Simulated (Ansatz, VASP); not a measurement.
## Two plane-wave programs on PdPtS3

```
Pd Pt S
1.0
     4.69839    0.00000    0.00000
     0.00000    4.69839    0.00000
     0.00000    0.00000    4.69839
Pd Pt S
1 1 3
Cartesian
  0.0000 0.0000 0.0000
  2.3492 2.3492 2.3492
  2.3492 0.0000 2.3492
  2.3492 2.3492 0.0000
  0.0000 2.3492 2.3492
```

Change from the starting cell: species swapped into the CsHgBr3 type (Pm-3m, No. 221).

Alike in both runs: functional PBE; k mesh 8 × 8 × 8; occupations gaussian, width 0.1 eV; collinear spin.

Ansatz relaxed the structure, and its values are those at the end. VASP's run is a single point on that final structure, the one shown.

|  | VASP | Ansatz |
| --- | --- | --- |
| version | VASP 6.6.1 | Ansatz 0.2.0 |
| potentials or method | VASP PAW PBE potentials, release 64 (Pd, Pt, S), cutoff 520 eV | scalar-relativistic, plane waves, PAW |
| valence electrons in the cell | 38 | 54 |

|  | VASP | Ansatz | Ansatz less VASP |
| --- | --- | --- | --- |
| gap on the k mesh at the Fermi level (eV) | none | none | - |
| pressure (GPa) | -0.1 | 0.0 | +0.17 |
| net moment per atom (μB) | 0.00 | 0.00 | -0.001 |

A gap of «none» marks a metal or a gap that the smearing closes. With one functional, cell and mesh, what is left measures potentials, basis and numerics. VASP's potentials hold 38 valence electrons a cell and Ansatz's 54, so a difference there can come from the potentials and not from the codes. Ansatz's warnings: seeded moment not kept.

Neither program's run includes spin-orbit coupling.
